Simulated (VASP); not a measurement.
Runs of VASP 6.6.1 on Ge. The structure is that of space group Fd-3m (No. 227), or close to it. The cells are those of the table. 

```tsv
cell	gap on the mesh (eV)	pressure (GPa)
a = 3.991 Å, angles 60.0°, 2 atoms	(c)	4.1
a = 4.114 Å, angles 60.0°, 2 atoms	none	-1.7
a = 3.948 Å, angles 60.0°, 2 atoms	0.31	6.8
a = 4.154 Å, angles 60.0°, 2 atoms	none	(b)
a = 4.192 Å, angles 60.0°, 2 atoms	none	-4.1
a = 4.033 Å, angles 60.0°, 2 atoms	none	(a)
```

Alike in all rows: task single point; level PBE; potentials or basis VASP PAW PBE potentials, release 64 (Ge_d); no spin polarisation; k mesh 12 × 12 × 12; cutoff (eV) 500; smearing gaussian 0.1 eV.

Estimate the missing entries.

(a) 1.8; (b) -3.0; (c) 0.10.

A k mesh can miss the band edges, and the runs leave out spin-orbit coupling on Ge.

A gap of «none» marks levels without a gap at the run's occupations.
